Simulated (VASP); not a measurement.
Here is a VASP 6.6.1 calculation.

INCAR

```
SYSTEM = Ca5Ta
PREC     = Accurate       ! precision mode
ENCUT    = 520            ! plane-wave cutoff, eV
EDIFF    = 1E-6           ! SCF threshold, eV
ISMEAR   = 0              ! smearing method
SIGMA    = 0.1            ! smearing width, eV
LREAL    = .FALSE.        ! projectors in reciprocal space
LASPH    = .TRUE.         ! aspherical terms in the spheres
NELM     = 60             ! most SCF steps
ALGO     = Normal         ! electronic algorithm
ISIF     = 2              ! what is computed and relaxed
LWAVE    = .FALSE.        ! write WAVECAR
LCHARG   = .FALSE.        ! write CHGCAR
LDIPOL   = .TRUE.       
IDIPOL   = 3            
DIPOL    = 0.5 0.5 0.270
GGA      = PE             ! functional
NBANDS   = 40             ! bands
```

The input KPOINTS:

```
Automatic mesh
0
G
  8 8 1
  0 0 0
```

Contents of POSCAR:

```
Ca5Ta
1.0
    5.2256474349      0.0000000000      0.0000000000
    0.0000000000      5.2256474349      0.0000000000
    0.0000000000      0.0000000000     31.4774249284
Ca Ta
5 1
Direct
    1.0000000000      0.5000000000      0.3397963398
    0.5000000000      0.0000000000      0.3397963398
    1.0000000000      0.5000000000      0.2002732509
    0.5000000000      0.0000000000      0.2002732509
    0.0000000000      0.0000000000      0.2700347954
    0.5000000000      0.5000000000      0.2700347954
```

Potentials or basis: VASP PAW PBE potentials, release 64 (Ca_sv, Ta_pv).

Command:

```sh
$ cat potpaw_PBE.64/Ca_sv/POTCAR potpaw_PBE.64/Ta_pv/POTCAR > POTCAR
$ mpirun -np 1 vasp_std > vasp.out
```

Predict the largest force.

0.014 eV/Å.

Estimate the band gap on the k mesh.

zero (an odd number of electrons rules out a gap without spin polarisation).

Forces on the atoms (eV/Å):
```
Ca   0.000  0.000 -0.014
Ca   0.000  0.000 -0.014
Ca   0.000  0.000  0.014
Ca   0.000  0.000  0.014
Ca   0.000  0.000  0.000
Ta   0.000  0.000  0.000
```

Caveat: spin-orbit coupling is left out, which moves the levels of the heavy elements.
